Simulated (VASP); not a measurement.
# MnPtO6 (R-3) in VASP: single point with r2SCAN+U

Aim: the single point of MnPtO6 with r2SCAN+U.

Program: VASP 6.6.1. These are calculated values, not measurements. Logs are shortened: lines on timing, memory, paths and dates and some standing lists are left out, and cuts for length are marked.

**1. The cell of the first run**

Symmetry: R-3, No. 148, trigonal system. Conventional cell: a = 4.686 Å, b = 4.686 Å, c = 13.002 Å, α = 90.00°, β = 90.00°, γ = 120.00°. Within 2.5 Å of Mn (site symmetry -3) lie 6 O at 1.86 Å. Within 2.4 Å of O (site symmetry 1) lie 1 Pt at 1.81 Å and 1 Mn at 1.86 Å. Pt (site symmetry -3) has 6 O at 1.81 Å within 2.4 Å.

**2. Single point, r2SCAN+U**

POSCAR reads:

```
MnPtO6
1.0
    4.6856717400      0.0000000000      0.0000000000
   -2.3428358700      4.0579152600      0.0000000000
   -2.3428358700      1.3526387500      4.3340087600
Mn O Pt
1 6 1
Direct
    0.5000000000      0.5000000000      0.5000000000
    0.2420000000      0.1180000000      0.7510000000
    0.8820000000      0.3730000000      0.7510000000
    0.6270000000      0.7580000000      0.7510000000
    0.7580000000      0.8820000000      0.2490000000
    0.1180000000      0.6270000000      0.2490000000
    0.3730000000      0.2420000000      0.2490000000
    0.0000000000      0.0000000000      0.0000000000
```

INCAR.step1 reads:

```
SYSTEM = MnPtO6
ALGO = Normal ; EDIFF = 1E-4
ENCUT = 520 ; GGA = PE
ISMEAR = -1 ; LASPH = .True.
LCHARG = .False. ; LDAU = .True.
LDAUJ = 0 0 0 ; LDAUL = 2 -1 -1
LDAUTYPE = 2 ; LDAUU = 5.1 0 0
LMAXMIX = 4 ; LREAL = .False.
LWAVE = .True. ; NBANDS = 40
NELM = 150 ; PREC = Accurate
SIGMA = 0.1
```

INCAR.step2 reads:

```
SYSTEM = MnPtO6
ALGO = Normal ; EDIFF = 1E-7
ENCUT = 520 ; ISIF = 2
ISMEAR = -1 ; ISTART = 1
LASPH = .True. ; LCHARG = .False.
LDAU = .True. ; LDAUJ = 0 0 0
LDAUL = 2 -1 -1 ; LDAUPRINT = 1
LDAUTYPE = 2 ; LDAUU = 5.1 0 0
LMAXMIX = 4 ; LMIXTAU = .True.
LREAL = .False. ; LWAVE = .False.
METAGGA = R2SCAN ; NBANDS = 40
NELM = 150 ; PREC = Accurate
SIGMA = 0.1
```

KPOINTS reads:

```
k-points
0
Gamma
  5 5 5
  0 0 0
```

Potentials or basis: VASP PAW PBE potentials, release 64 (Mn_pv, O, Pt).

Started as:

```
$ cat potpaw_PBE.64/Mn_pv/POTCAR potpaw_PBE.64/O/POTCAR potpaw_PBE.64/Pt/POTCAR > POTCAR
$ cp INCAR.step1 INCAR
$ mpirun -np 1 vasp_std > vasp.out
$ cp INCAR.step2 INCAR
$ mpirun -np 1 vasp_std > vasp.out
```

OUTCAR:

```text
SYSTEM = MnPtO6
   EDIFF = 1E-7
   ENCUT = 520
   ISIF = 2
   ISMEAR = -1
   ISTART = 1
   LASPH = .True.
   LREAL = .False.
   METAGGA = R2SCAN
   NELM = 150
   PREC = Accurate

 ion  position               nearest neighbor table
   1  0.500  0.500  0.500-   3 1.86   6 1.86   5 1.86   2 1.86   4 1.86   7 1.86
   2  0.242  0.118  0.751-   8 1.81   1 1.86
   3  0.882  0.373  0.751-   8 1.81   1 1.86
   4  0.627  0.758  0.751-   8 1.81   1 1.86
   5  0.758  0.882  0.249-   8 1.81   1 1.86
   6  0.118  0.627  0.249-   8 1.81   1 1.86
   7  0.373  0.242  0.249-   8 1.81   1 1.86
   8  0.000  0.000  0.000-   2 1.81   5 1.81   3 1.81   6 1.81   4 1.81   7 1.81

  LATTYP: Found a trigonal (rhomboedric) cell.
 ALAT       =     5.1090266125
 COS(alpha) =     0.5794300910

  Lattice vectors:

 A1 = (   0.0000000000,  -2.7052765100,   4.3340087600)
 A2 = (   2.3428358700,   1.3526387500,   4.3340087600)
 A3 = (  -2.3428358700,   1.3526387500,   4.3340087600)

Analysis of symmetry for initial positions (statically):
=====================================================================
 Subroutine PRICEL returns:
 Original cell was already a primitive cell.

 Routine SETGRP: Setting up the symmetry group for a
 trigonal (rhombohedral) supercell.

 Subroutine GETGRP returns: Found  6 space group operations
 (whereof  6 operations were pure point group operations)
 out of a pool of 12 trial point group operations.

The static configuration has the point symmetry S_6 .

Analysis of symmetry for dynamics (positions and initial velocities):
=====================================================================
 Subroutine PRICEL returns:
 Original cell was already a primitive cell.

 Routine SETGRP: Setting up the symmetry group for a
 trigonal (rhombohedral) supercell.

 Subroutine GETGRP returns: Found  6 space group operations
 (whereof  6 operations were pure point group operations)
 out of a pool of 12 trial point group operations.

The dynamic configuration has the point symmetry S_6 .

 Subroutine INISYM returns: Found  6 space group operations
 (whereof  6 operations are pure point group operations),
 and found     1 'primitive' translations

----------------------------------------------------------------------------------------

                                     Primitive cell

  volume of cell :      82.4071

  direct lattice vectors                    reciprocal lattice vectors
     4.685671740  0.000000000  0.000000000     0.213416572  0.123215979  0.076911080
    -2.342835870  4.057915260  0.000000000     0.000000000  0.246431957 -0.076911108
    -2.342835870  1.352638750  4.334008760     0.000000000  0.000000000  0.230733267

  length of vectors
     4.685671740  4.685675637  5.109025683     0.258155234  0.258155047  0.230733267

  position of ions in fractional coordinates (direct lattice)
     0.500000000  0.500000000  0.500000000
     0.242000000  0.118000000  0.751000000
     0.882000000  0.373000000  0.751000000
     0.627000000  0.758000000  0.751000000
     0.758000000  0.882000000  0.249000000
     0.118000000  0.627000000  0.249000000
     0.373000000  0.242000000  0.249000000
     0.000000000  0.000000000  0.000000000

  ion indices of the primitive-cell ions
   primitive index   ion index
                 1           1
                 2           2
                 3           3
                 4           4
                 5           5
                 6           6
                 7           7
                 8           8

----------------------------------------------------------------------------------------

 KPOINTS: k-points

Automatic generation of k-mesh.
 Grid dimensions read from file:
 generate k-points for:    5    5    5

 Generating k-lattice:

  Cartesian coordinates                     Fractional coordinates (reciprocal lattice)
     0.042683314  0.024643196  0.015382216     0.200000000  0.000000000  0.000000000
     0.000000000  0.049286391 -0.015382222     0.000000000  0.200000000  0.000000000
     0.000000000  0.000000000  0.046146653     0.000000000  0.000000000  0.200000000

  Length of vectors
     0.051631047  0.051631009  0.046146653

  Shift w.r.t. Gamma in fractional coordinates (k-lattice)
     0.000000000  0.000000000  0.000000000

 Subroutine IBZKPT returns following result:
 ===========================================

 Found     23 irreducible k-points:

 Following reciprocal coordinates:
            Coordinates               Weight
  0.000000  0.000000  0.000000      1.000000
  0.200000  0.000000  0.000000      6.000000
  0.400000  0.000000 -0.000000      6.000000
  0.200000  0.200000 -0.000000      6.000000
  0.400000  0.200000 -0.000000      6.000000
  0.400000  0.400000 -0.400000      6.000000
[... 15 lines left out ...]
  0.000000  0.000000  0.400000      2.000000
  0.200000  0.000000  0.400000      6.000000
   k-points           NKPTS =     23   k-points in BZ     NKDIM =     23   number of bands    NBANDS=     40
   number of dos      NEDOS =    301   number of ions     NIONS =      8
   total plane-waves  NPLWV =  51840
   dimension x,y,z NGX =    36 NGY =   36 NGZ =   40
   dimension x,y,z NGXF=    72 NGYF=   72 NGZF=   80
   ions per type =               1   6   1
   NGX,Y,Z   is equivalent  to a cutoff of  12.77, 12.77, 13.02 a.u.
   NGXF,Y,Z  is equivalent  to a cutoff of  25.55, 25.55, 26.03 a.u.
 SYSTEM =  MnPtO6
   PREC   = accura    normal or accurate (medium, high low for compatibility)
   ISTART =      1    job   : 0-new  1-cont  2-samecut
   ICHARG =      0    charge: 1-file 2-atom 10-const
   ISPIN  =      1    spin polarized calculation?
   LNONCOLLINEAR =      F non collinear calculations
   LSORBIT =      F    spin-orbit coupling
   LASPH  =      T    aspherical Exc in radial PAW
   ENCUT  =  520.0 eV  38.22 Ry    6.18 a.u.   8.71  8.71  9.50*2*pi/ulx,y,z
   NELM   =    150;   NELMIN=  2; NELMDL=  0     # of ELM steps
   EDIFF  = 0.1E-06   stopping-criterion for ELM
   LREAL  =      F    real-space projection
   EDIFFG = 0.1E-05   stopping-criterion for IOM
   NSW    =      0    number of steps for IOM
   IBRION =     -1    ionic relax: 0-MD 1-quasi-New 2-CG
   NFREE  =      0    steps in history (QN), initial steepest desc. (CG)
   ISIF   =      2    stress and relaxation
   ISYM   =      2    0-nonsym 1-usesym 2-fastsym
   POTIM  = 0.5000    time-step for ionic-motion
   TEBEG  =    0.0;   TEEND  =   0.0 temperature during run
   PSTRESS=    0.0 pullay stress
   NELECT =      59.0000    total number of electrons
   NUPDOWN=      -1.0000    fix difference up-down
   EMIN   =  10.00;   EMAX   =-10.00  energy-range for DOS
   EFERMI =   0.00;   METHOD = LEGACY
   ISMEAR =    -1;   SIGMA  =   0.10  broadening in eV -4-tet -1-fermi 0-gaus
   EFERMI_NEDOS =   21; number of points for ismear=-14 and -15
   IALGO  =     38    algorithm
   IMIX   =      4    mixing-type and parameters
     AMIX     =   0.40;   BMIX     =  1.00
     AMIX_MAG =   1.60;   BMIX_MAG =  1.00
  volume/ion in A,a.u.               =      10.30        69.51
  Fermi-wavevector in a.u.,A,eV,Ry     =   1.464549  2.767597 29.183195  2.144904
  Thomas-Fermi vector in A             =   2.580512
   LORBIT       =      0    0 simple, 1 ext, 2 COOP (PROOUT), +10 PAW based schemes
 LDA+U is selected, type is set to LDAUTYPE =  2
   angular momentum for each species LDAUL =     2   -1   -1
   U (eV)           for each species LDAUU =   5.1  0.0  0.0
   J (eV)           for each species LDAUJ =   0.0  0.0  0.0
   METAGGA = R2SCAN    functional components
   LHFCALC =     F    Hartree Fock is set to
   AEXX    =    0.0000 exact exchange contribution
   IVDW    =     0    specifies the selected vdW correction
   LEPSILON=     F    determine dielectric tensor
   LRPA    =     F    only Hartree local field effects (RPA)
 non-spin polarized calculation
  energy-cutoff  :      520.00
  volume of cell :       82.41
 maximum number of plane-waves:      2244
   NGX = 17   NGY = 17   NGZ = 19

atom =   1  type =  1  l = 2

 onsite density matrix

spin component  1

  0.5362  0.1755 -0.0000  0.1323 -0.0000
  0.1755  0.5990  0.0000  0.0000  0.1323
 -0.0000  0.0000  0.2048 -0.0000  0.0000
  0.1323  0.0000 -0.0000  0.5990 -0.1755
 -0.0000  0.1323  0.0000 -0.1755  0.5362

spin component  2

  0.5362  0.1755 -0.0000  0.1323 -0.0000
  0.1755  0.5990  0.0000  0.0000  0.1323
 -0.0000  0.0000  0.2048 -0.0000  0.0000
  0.1323  0.0000 -0.0000  0.5990 -0.1755
 -0.0000  0.1323  0.0000 -0.1755  0.5362

 occupancies and eigenvectors

  o =  0.2048  v = -0.0000 -0.0000 -1.0000  0.0000  0.0000  0.0000  0.0000  0.0000  0.0000  0.0000      0.0000  0.0000  0.0000  0.0000  0.0000  0.0000  0.0000  0.0000  0.0000  0.0000
  o =  0.2048  v =  0.0000  0.0000  0.0000  0.0000  0.0000 -0.0000 -0.0000 -1.0000  0.0000  0.0000      0.0000  0.0000  0.0000  0.0000  0.0000  0.0000  0.0000  0.0000  0.0000  0.0000
  o =  0.3455  v =  0.4885 -0.0376 -0.0000 -0.6541 -0.5762  0.0000  0.0000  0.0000  0.0000  0.0000      0.0000  0.0000  0.0000  0.0000  0.0000  0.0000  0.0000  0.0000  0.0000  0.0000
  o =  0.3455  v =  0.0000  0.0000  0.0000  0.0000  0.0000  0.4885 -0.0376 -0.0000 -0.6541 -0.5762      0.0000  0.0000  0.0000  0.0000  0.0000  0.0000  0.0000  0.0000  0.0000  0.0000
  o =  0.3455  v =  0.0000  0.0000  0.0000  0.0000  0.0000  0.5762 -0.6541  0.0000  0.0376  0.4885      0.0000  0.0000  0.0000  0.0000  0.0000  0.0000  0.0000  0.0000  0.0000  0.0000
  o =  0.3455  v =  0.5762 -0.6541  0.0000  0.0376  0.4885  0.0000  0.0000  0.0000  0.0000  0.0000      0.0000  0.0000  0.0000  0.0000  0.0000  0.0000  0.0000  0.0000  0.0000  0.0000
  o =  0.7896  v =  0.0000  0.0000  0.0000  0.0000  0.0000  0.3671 -0.0386 -0.0000  0.7545 -0.5427      0.0000  0.0000  0.0000  0.0000  0.0000  0.0000  0.0000  0.0000  0.0000  0.0000
  o =  0.7896  v =  0.3671 -0.0386 -0.0000  0.7545 -0.5427  0.0000  0.0000  0.0000  0.0000  0.0000      0.0000  0.0000  0.0000  0.0000  0.0000  0.0000  0.0000  0.0000  0.0000  0.0000
  o =  0.7896  v =  0.0000  0.0000  0.0000  0.0000  0.0000 -0.5427 -0.7545 -0.0000 -0.0386 -0.3671      0.0000  0.0000  0.0000  0.0000  0.0000  0.0000  0.0000  0.0000  0.0000  0.0000
  o =  0.7896  v = -0.5427 -0.7545 -0.0000 -0.0386 -0.3671  0.0000  0.0000  0.0000  0.0000  0.0000      0.0000  0.0000  0.0000  0.0000  0.0000  0.0000  0.0000  0.0000  0.0000  0.0000

 number of electron      59.0000000 magnetization

 Free energy of the ion-electron system (eV)
  ---------------------------------------------------
  ext. energy  EPLUGINS =         0.00000000
  ---------------------------------------------------
  free energy    TOTEN  =       -98.47466182 eV

  energy without entropy =      -98.28471530  energy(sigma->0) =      -98.37968856

 E-fermi :   3.2162     XC(G=0): -12.0606

 val. band max:        3.2063666716   @ k =   0.4000   0.0000  -0.0000
 cond. band min:       3.2376838096   @ k =   0.2000   0.4000   0.2000
 fundamental gap:      0.0313171380
 Fermi energy:         3.2161950688

 k-point     1 :       0.0000    0.0000    0.0000
  band No.  band energies     occupation
      1     -47.5386      2.00000
      2     -46.8837      2.00000
      3     -46.8834      2.00000
      4     -17.6593      2.00000
      5     -16.3205      2.00000
      6     -16.3205      2.00000
[... 32 lines left out ...]
     39      16.4174      0.00000
     40      18.3584      0.00000

 k-point     2 :       0.2000    0.0000    0.0000
  band No.  band energies     occupation
      1     -47.5386      2.00000
      2     -46.8838      2.00000
      3     -46.8835      2.00000
      4     -17.4692      2.00000
      5     -16.3229      2.00000
      6     -16.2969      2.00000
[... 896 lines left out ...]
  band No.  band energies     occupation
      1     -47.5387      2.00000
      2     -46.8838      2.00000
      3     -46.8835      2.00000
      4     -16.9323      2.00000
      5     -16.5159      2.00000
      6     -16.2166      2.00000
[... 32 lines left out ...]
     39      16.3434      0.00000
     40      18.1939      0.00000

------------------------ aborting loop because EDIFF is reached ----------------------------------------

  FORCE on cell =-STRESS in cart. coord.  units (eV):
  Direction    XX          YY          ZZ          XY          YZ          ZX
  --------------------------------------------------------------------------------------
  -------------------------------------------------------------------------------------
  Total       10.7517650     10.7517889      5.8253489     -0.0000166      0.0000004     -0.0000000
  in kB      209.0382345    209.0386981    113.2577435     -0.0003234      0.0000086     -0.0000000
  external PRESSURE =     177.1115587 kB  Pullay stress =       0.0000000 kB

 VOLUME and BASIS-vectors are now :
 -----------------------------------------------------------------------------
  energy-cutoff  :      520.00
  volume of cell :       82.41
      direct lattice vectors                 reciprocal lattice vectors
     4.685671740  0.000000000  0.000000000     0.213416572  0.123215979  0.076911080
    -2.342835870  4.057915260  0.000000000     0.000000000  0.246431957 -0.076911108
    -2.342835870  1.352638750  4.334008760     0.000000000  0.000000000  0.230733267

 POSITION                                       TOTAL-FORCE (eV/Angst)
 -----------------------------------------------------------------------------------
      0.00000      2.70528      2.16700        -0.000000     -0.000000      0.000000
     -0.90199      1.49467      3.25484         2.892339      0.032538     -1.662066
      1.49941      2.52943      3.25484        -1.474348      2.488572     -1.662066
     -0.59742      4.09173      3.25484        -1.417990     -2.521111     -1.662066
      0.90199      3.91589      1.07917        -2.892339     -0.032538      1.662066
     -1.49941      2.88112      1.07917         1.474348     -2.488572      1.662066
      0.59742      1.31882      1.07917         1.417990      2.521111      1.662066
      0.00000      0.00000      0.00000        -0.000000     -0.000000      0.000000
 -----------------------------------------------------------------------------------
    total drift:                               -0.000000      0.000000      0.000000

  FREE ENERGIE OF THE ION-ELECTRON SYSTEM (eV)
  ---------------------------------------------------
  free  energy   TOTEN  =       -98.4746618234 eV

  energy  without entropy=      -98.2847152982  energy(sigma->0) =      -98.37968856
```

Run time: 5.1 min. Hardware: 1 thread of Intel Xeon Platinum 8559C (Emerald Rapids), shared host; peak memory 0.26 GiB.

What came out:

- Free energy: -98.4747 eV
- Pressure: 17.7 GPa
- Largest force: 3.336 eV/Å

Forces in eV/Å, atoms in the order of the input:
```
Mn   0.000  0.000  0.000
O    2.892  0.033 -1.662
O   -1.474  2.489 -1.662
O   -1.418 -2.521 -1.662
O   -2.892 -0.033  1.662
O    1.474 -2.489  1.662
O    1.418  2.521  1.662
Pt   0.000  0.000  0.000
```

Eigenvalues of the final occupation matrices:
```
    site  spin  trace               eigenvalues
site 1 d     1   2.48  0.20 0.35 0.35 0.79 0.79
site 1 d     2   2.48  0.20 0.35 0.35 0.79 0.79
```

Caveat: the PAW data sets were made with another functional, which shifts forces and pressure a little; spin-orbit coupling is left out, which moves the levels of the heavy elements; an odd number of electrons without spin polarisation forces a metal; a magnetic or distorted state may lie lower; the run has no spin polarisation, though such a crystal can be magnetic; U without spin polarisation on a metal has little footing. Spin polarisation is off, so any magnetic state and its effect on volume and gap are missing.
